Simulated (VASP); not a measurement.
Wanted: the native input for a VASP 6.6.1 run.

| Quantity | Value |
| --- | --- |
| Task | single point |
| Functional | PBE |
| Potentials or basis | VASP PAW PBE potentials, release 64 (Al, H) |
| Cutoff | 520 eV |
| k mesh | 6 × 6 × 2 |
| Occupations | gaussian, width 0.1 eV |
| Spin | no spin polarisation |
| Dipole correction | no |
| Further INCAR settings | ALGO = Normal; EDIFF = 1e-06; NBANDS = 13 |

The structure of Al3H lies in POSCAR:

```
Al3H
1.0
    2.7665762285     -0.0000000027      0.0000000000
   -1.3832881119      2.3959252967      0.0000000000
    0.0000000000      0.0000000000      8.1811129197
Al H
3 1
Direct
    0.0000000000      0.0000000000      0.0000000000
    0.6666666667      0.3333333333      0.6876604811
    0.6666666667      0.3333333333      0.3123395189
    0.0000000000      0.0000000000      0.5000000000
```

The cell was generated, and may not be a known phase.

One way to write it, as run:

INCAR

```
SYSTEM = Al3H
PREC = Accurate
ENCUT = 520
EDIFF = 1E-6
ISMEAR = 0
SIGMA = 0.1
LREAL = .False.
LASPH = .True.
NELM = 60
ALGO = Normal
ISIF = 2
LWAVE = .False.
LCHARG = .True.
GGA = PE
LELF = .True.
LVHAR = .True.
NBANDS = 13
```

KPOINTS

```
Automatic mesh
0
Gamma
  6 6 2
  0 0 0
```

Potentials or basis: VASP PAW PBE potentials, release 64 (Al, H).

Run with:

```console
$ cat potpaw_PBE.64/Al/POTCAR potpaw_PBE.64/H/POTCAR > POTCAR
$ mpirun -np 1 vasp_std > vasp.out
```

It gave:

- Pressure: -0.1 GPa
- Largest force: 0.013 eV/Å
- Band gap on the k mesh: zero (bands 5 and 6 overlap by 4.48 eV)

Caveat: the k points lie up to 0.44 Å⁻¹ apart, too coarse for converged energies and pressures of a metal.

Run time: 6.8 s on 1 thread of AMD EPYC 9R45 96-Core Processor (Zen 5), with other jobs on the host, peak memory 0.14 GiB.
